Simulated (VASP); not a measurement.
# HfO2: single point with PBEsol

Crystal: HfO2.

```xyz
3
Lattice="0.0000 2.5514 2.4633 2.5514 0.0000 2.4633 2.5514 2.5514 0.0000" Properties=species:S:1:pos:R:3 pbc="T T T"
Hf    0.0000    0.0000    0.0000
O     1.2757    1.2757    1.2317
O     3.8272    3.8272    3.6950
```

This cell differs from its parent crystal: mode 4 frozen in at +0.000 Å, strain +e along z and -e/2 along x and y -0.0233.

* Program: VASP 6.6.1
* Task: single point
* Functional: PBEsol
* Potentials or basis: VASP PAW PBE potentials, release 64 (Hf_pv, O)
* Cutoff: 520 eV
* k mesh: 8 × 8 × 8
* Occupations: gaussian, width 0.05 eV
* Spin: no spin polarisation

```
Pressure               : -3.6 GPa
Band gap on the k mesh : 3.34 eV, indirect (least direct gap 3.42 eV)
```

Stress tensor (GPa, compression positive):
```
-9.18  0.00  0.00
 0.00 -9.18  0.00
 0.00  0.00  7.55
```

Levels at points of the mesh, in eV from the valence-band top:
```csv
k point,band 8,band 9,band 10,band 11,band 12,band 13,band 14,band 15
"(0.00, 0.00, 0.00)",-5.75,-1.05,-1.05,-0.57,3.34,3.65,5.57,10.31
"(0.50, 0.00, 0.00)",-3.37,-3.09,-2.16,-2.12,4.23,4.38,6.79,8.60
"(0.50, 0.50, 0.00)",-3.84,-1.95,-1.95,0.00,3.42,5.24,6.82,8.14
"(0.50, 0.00, 0.50)",-3.69,-2.11,-1.46,-0.39,3.39,5.28,6.27,7.78
```

It took 30 s on 1 thread of Intel(R) Xeon(R) Platinum 8259CL CPU @ 2.50GHz (Skylake/Cascade Lake), with other jobs on the host, peak memory 0.17 GiB.

Caveat: the cell differs from its parent crystal (mode 4 frozen in at +0.000 Å, strain +e along z and -e/2 along x and y -0.0233); the PAW data sets were made with another functional, which shifts forces and pressure a little; spin-orbit coupling is left out, which moves the levels of the heavy elements. A k mesh can miss the band edges.
